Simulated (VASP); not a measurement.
The system is TaWC2.

```xyz
4
Lattice="1.5398 0.8890 4.9975 -1.5398 0.8890 4.9975 0.0000 -1.7780 4.9975" Properties=species:S:1:pos:R:3 pbc="T T T"
W     0.0000    0.0000    0.0000
Ta    0.0000    0.0000    7.4962
C     0.0000    0.0000    3.7621
C     0.0000    0.0000   11.2303
```

Base run:

```yaml
Program: VASP 6.6.1
Functional: PBE
Potentials_or_basis: VASP PAW PBE potentials, release 64 (W_sv, Ta_pv, C)
Cutoff: 520 eV
k_mesh: 10 × 10 × 10
Occupations: fermi-dirac, width 0.05 eV
Spin: no spin polarisation
```

Its results: band gap on the k mesh zero (an odd number of electrons rules out a gap without spin polarisation); pressure 22.0 GPa; largest force 0.081 eV/Å.

Question: The run is repeated on the same cell with these changes: functional from PBE to r2SCAN. What comes out?

Answer: Band gap on the k mesh zero (an odd number of electrons rules out a gap without spin polarisation); pressure 19.4 GPa; largest force 0.020 eV/Å.

Caveats: the cell stands under pressure; spin-orbit coupling is left out, which moves the levels of the heavy elements; an odd number of electrons without spin polarisation forces a metal; a magnetic or distorted state may lie lower; the PAW data sets were made with another functional, which shifts forces and pressure a little (at least some runs).
